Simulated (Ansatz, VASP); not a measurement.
HfPb4O in VASP and in Ansatz

```
Hf Pb O
1.0
     0.00000    4.37069    4.37069
     4.37069    0.00000    4.37069
     4.37069    4.37069    0.00000
Hf Pb O
1 4 1
Direct
  0.00000 0.00000 0.00000
  0.62515 0.62515 0.12454
  0.62515 0.12454 0.62515
  0.12454 0.62515 0.62515
  0.62515 0.62515 0.62515
  0.25000 0.25000 0.25000
```

Change from the starting cell: species swapped into the TbCu4Ag type (F-43m, No. 216).

Alike in both runs: functional PBE; k mesh 8 × 8 × 8; occupations gaussian, width 0.1 eV; no spin polarisation.

Ansatz relaxed the structure, and its values are those at the end. VASP's run is a single point on that final structure, the one shown.

|  | VASP | Ansatz |
| --- | --- | --- |
| version | VASP 6.6.1 | Ansatz 0.2.0 |
| potentials or method | VASP PAW PBE potentials, release 64 (Hf_pv, Pb_d, O), cutoff 520 eV | scalar-relativistic, plane waves, PAW |
| valence electrons in the cell | 72 | 88 |

|  | VASP | Ansatz | Ansatz less VASP |
| --- | --- | --- | --- |
| gap on the k mesh at the Fermi level (eV) | none | none | - |
| pressure (GPa) | -0.1 | 0.0 | +0.11 |

A gap of «none» marks a metal or a gap that the smearing closes. VASP's potentials hold 72 valence electrons a cell and Ansatz's 88, so a difference there can come from the potentials and not from the codes.

Spin-orbit coupling is off throughout.
